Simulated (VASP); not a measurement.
# Sc (Im-3m) in VASP: notebook, part 2 of 2

VASP 6.6.1. Earlier steps stand in the parts before.

### Step 4. Relaxation of cell and atoms, r2SCAN, target pressure 20 GPa, at which the enthalpy is minimised

The input, POSCAR:

```
Sc
1.0
   -1.8400000000      1.8400000000      1.8400000000
    1.8400000000     -1.8400000000      1.8400000000
    1.8400000000      1.8400000000     -1.8400000000
Sc
1
Direct
    0.0000000000      0.0000000000      0.0000000000
```

The input, INCAR.step1:

```
ALGO     = Normal         # electronic algorithm
EDIFF    = 1E-5           # SCF threshold, eV
EDIFFG   = -0.005         # ionic threshold
ENCUT    = 550            # plane-wave cutoff, eV
GGA      = PE             # functional
GGA_COMPAT= False        
IBRION   = 2              # ionic algorithm
ISIF     = 3              # what is computed and relaxed
ISMEAR   = 0              # smearing method
LASPH    = True           # aspherical terms in the spheres
LCHARG   = False          # write CHGCAR
LREAL    = False          # projectors in reciprocal space
LWAVE    = True           # write WAVECAR
NELM     = 120            # most SCF steps
NELMIN   = 4            
NSW      = 100            # ionic steps
PREC     = Accurate       # precision mode
SIGMA    = 0.1            # smearing width, eV
```

The input, INCAR.step2:

```
ALGO     = Normal         # electronic algorithm
EDIFF    = 1E-7           # SCF threshold, eV
EDIFFG   = -0.01          # ionic threshold
ENCUT    = 550            # plane-wave cutoff, eV
GGA_COMPAT= False        
IBRION   = 2              # ionic algorithm
ISIF     = 3              # what is computed and relaxed
ISMEAR   = 0              # smearing method
ISTART   = 1            
LASPH    = True           # aspherical terms in the spheres
LCHARG   = False          # write CHGCAR
LMIXTAU  = True         
LREAL    = False          # projectors in reciprocal space
LWAVE    = False          # write WAVECAR
METAGGA  = R2SCAN         # meta-GGA
NELM     = 120            # most SCF steps
NELMIN   = 4            
NSW      = 60             # ionic steps
PREC     = Accurate       # precision mode
PSTRESS  = 200.0        
SIGMA    = 0.1            # smearing width, eV
```

The input, KPOINTS:

```
k-points
0
Gamma
  9 9 9
```

Potentials or basis: VASP PAW PBE potentials, release 64 (Sc_sv).

Started as:

```sh
$ cat potpaw_PBE.64/Sc_sv/POTCAR > POTCAR
$ cp INCAR.step1 INCAR
$ mpirun -np 1 vasp_std > vasp.out
$ cp INCAR.step2 INCAR
$ mpirun -np 1 vasp_std > vasp.out
```

OUTCAR:

```text
EDIFF = 1E-7
   EDIFFG = -0.01
   ENCUT = 550
   IBRION = 2
   ISIF = 3
   ISMEAR = 0
   ISTART = 1
   LASPH = True
   LREAL = False
   METAGGA = R2SCAN
   NELM = 120
   NELMIN = 4
   NSW = 60
   PREC = Accurate
   PSTRESS = 200.0

 ion  position               nearest neighbor table
   1  0.000  0.000  0.000-

  LATTYP: Found a body centered cubic cell.
 ALAT       =     3.6800000000

  Lattice vectors:

 A1 = (  -1.8400000000,   1.8400000000,   1.8400000000)
 A2 = (   1.8400000000,  -1.8400000000,   1.8400000000)
 A3 = (   1.8400000000,   1.8400000000,  -1.8400000000)

Analysis of symmetry for initial positions (statically):
=====================================================================
 Subroutine PRICEL returns:
[... 294 lines left out ...]
 cond. band min:       5.3967900427   @ k =   0.2222   0.2222   0.0000
 fundamental gap:      0.1179151699
 Fermi energy:         5.3490060079

 k-point     1 :       0.0000    0.0000    0.0000
  band No.  band energies     occupation
      1     -45.7686      2.00000
      2     -22.9967      2.00000
      3     -22.9967      2.00000
      4     -22.9967      2.00000
      5      -0.6098      2.00000
      6       7.4048      0.00000
      7       7.4048      0.00000
      8       7.4048      0.00000
      9       9.1442      0.00000
[... 265 lines left out ...]
 k-point    24 :      -0.4444   -0.4444    0.1111
  band No.  band energies     occupation
      1     -45.5712      2.00000
      2     -23.7585      2.00000
      3     -23.3835      2.00000
      4     -23.1270      2.00000
      5       3.9052      2.00000
      6       5.1974      1.96794
      7       6.1739      0.00000
      8       8.5691      0.00000
      9      10.2769      0.00000

 [... further k-points ...]

------------------------ aborting loop because EDIFF is reached ----------------------------------------

  FORCE on cell =-STRESS in cart. coord.  units (eV):
  Direction    XX          YY          ZZ          XY          YZ          ZX
  --------------------------------------------------------------------------------------
  -------------------------------------------------------------------------------------
  Total        2.4361460      2.4361460      2.4361460     -0.0000000     -0.0000000      0.0000000
  in kB      199.3255513    199.3255513    199.3255513     -0.0000000     -0.0000000      0.0000000
  external PRESSURE =      -0.6744487 kB  Pullay stress =     200.0000000 kB
[... 20 lines left out ...]
  energy  without entropy=      -10.9828555182  energy(sigma->0) =      -10.98667097

  enthalpy is  TOTEN    =        -8.5460973945 eV   P V=        2.4443890318

 reached required accuracy - stopping structural energy minimisation
```

Run time: 1.9 min. Hardware: 1 thread of Intel Xeon Platinum 8259CL at 2.50GHz (Skylake/Cascade Lake), shared host; peak memory 0.16 GiB.

Results:

| Item | Value |
| --- | --- |
| Free energy | -10.9905 eV |
| Relaxed volume | 19.58 Å³/atom |
| Relaxed cell | a = 2.941 Å, b = 2.941 Å, c = 2.941 Å, α = 109.47°, β = 109.47°, γ = 109.47° |
| Space group after relaxing (to 0.1 Å) | Im-3m (No. 229) |
| Energy change on relaxing (the run minimises the enthalpy) | +295.2 meV/atom |
| Ionic steps | 4 |
| Pressure after relaxing | 19.9 GPa |
| Band gap on the k mesh | zero (an odd number of electrons rules out a gap without spin polarisation) |

The path:
```
step  energy change (eV)  largest force (eV/Å)  pressure (GPa)  volume (Å³)
   1              0.0000                0.0000            0.55        24.92
   2              1.1670                0.0000           52.71        15.52
   3              0.2726                0.0000           18.91        19.77
   4              0.2952                0.0000           19.93        19.58
```

Final structure:
```xyz
1
Lattice="-1.6980 1.6980 1.6980 1.6980 -1.6980 1.6980 1.6980 1.6980 -1.6980" Properties=species:S:1:pos:R:3 pbc="T T T"
Sc    1.6980    1.6980    1.6980
```

Caveat: the cell is relaxed towards a set pressure, so the run minimises the enthalpy, not the energy; the volume moved by over 15 % at a fixed basis, so the end points are rough; the PAW data sets were made with another functional, which shifts forces and pressure a little.

### Step 5. The runs side by side

| cell | gap on the mesh (eV) | pressure (GPa) |
| --- | --- | --- |
| relaxed to 5 GPa | none | 5.0 |
| relaxed to 10 GPa | none | 10.0 |
| relaxed to 20 GPa | none | 19.9 |

Alike in all rows: task relaxation of cell and atoms; level r2SCAN; potentials or basis VASP PAW PBE potentials, release 64 (Sc_sv); no spin polarisation; k mesh 9 × 9 × 9; cutoff (eV) 550; smearing gaussian 0.1 eV.

Caveats: the cell is relaxed towards a set pressure, so the run minimises the enthalpy, not the energy; the PAW data sets were made with another functional, which shifts forces and pressure a little; the volume moved by over 15 % at a fixed basis, so the end points are rough (at least some runs).

Absolute energies hang on the potentials; compare differences alone.
